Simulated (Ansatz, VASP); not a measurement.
**One calculation of LiCl, two programs**

```xyz
2
Lattice="0.0000 2.5648 2.5648 2.5648 0.0000 2.5648 2.5648 2.5648 0.0000" Properties=species:S:1:pos:R:3 pbc="T T T"
Cl    2.5648    2.5648    2.5648
Li    0.0000    0.0000    0.0000
```

Alike in both runs: functional r2SCAN; dispersion rVV10; k mesh 9 × 9 × 9; occupations fermi-dirac, width 0.15 eV; no spin polarisation.

|  | VASP | Ansatz |
| --- | --- | --- |
| version | VASP 6.6.1 | Ansatz 0.2.0 |
| potentials or method | VASP PAW PBE potentials, release 64 (Cl, Li_sv) | Ansatz PAW |
| plane-wave cutoff (eV) | 520 | 500 |
| valence electrons in the cell | 10 | 10 |
| task | single point | projected density of states |

VASP gave:

```
gap on the k mesh at the Fermi level (eV) : 7.22
least direct gap on the mesh (eV)         : 7.22
```

**Question.** What did Ansatz give for the same quantities?

**Answer.** gap on the k mesh at the Fermi level (eV): 7.16; least direct gap on the mesh (eV): 7.16.

VASP's potentials were made for PBE, not for r2SCAN.

Noted on VASP's run: the cutoff is short for stress, so the pressure is rough. Noted on Ansatz's run: odd divisions of the mesh miss points on the zone boundary, where band edges often lie, so the gap on the mesh can be too wide.
